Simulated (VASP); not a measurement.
Here is a VASP 6.6.1 calculation.

INCAR

```
SYSTEM = Bi2Se3
ALGO     = Normal         ! electronic algorithm
DIPOL    = 0.5 0.5 0.500
EDIFF    = 1E-7           ! SCF threshold, eV
EDIFFG   = -0.04          ! ionic threshold
ENCUT    = 520            ! plane-wave cutoff, eV
GGA      = PE             ! functional
IBRION   = 2              ! ionic algorithm
IDIPOL   = 3            
ISIF     = 2              ! what is computed and relaxed
ISMEAR   = 0              ! smearing method
IVDW     = 12             ! dispersion correction
KPAR     = 4            
LASPH    = .TRUE.         ! aspherical terms in the spheres
LCHARG   = .FALSE.        ! write CHGCAR
LDIPOL   = .TRUE.       
LREAL    = .FALSE.        ! projectors in reciprocal space
LWAVE    = .FALSE.        ! write WAVECAR
NELM     = 60             ! most SCF steps
NSW      = 60             ! ionic steps
PREC     = Accurate       ! precision mode
SIGMA    = 0.05           ! smearing width, eV
```

The input KPOINTS:

```
k-points
0
G
  9 9 1
  0 0 0
```

Contents of POSCAR:

```
Bi2Se3
1.0
    4.1272981822      0.0000000029      0.0000000000
   -2.0636490936      3.5743450734      0.0000000000
    0.0000000000      0.0000000000     27.0329666233
Se Bi
3 2
Direct
    0.0000000000      0.0000000000      0.3699187048
    0.6666666667      0.3333333333      0.5000000673
    0.3333333333      0.6666666667      0.6300812952
    0.3333333333      0.6666666667      0.4283356990
    0.0000000000      0.0000000000      0.5716641952
```

Potentials or basis: VASP PAW PBE potentials, release 64 (Se, Bi_d).

Command:

```sh
$ cat potpaw_PBE.64/Se/POTCAR potpaw_PBE.64/Bi_d/POTCAR > POTCAR
$ mpirun -np 4 vasp_std > vasp.out
```

(1) Predict the band gap on the k mesh.

(2) What does it give for the dispersion energy per atom?

## Answers

(1) 0.94 eV (least direct gap 1.30 eV).

(2) -0.319 eV.

Caveat: the relaxation stopped at its first step, so nothing moved; spin-orbit coupling is left out, which moves the levels of the heavy elements.
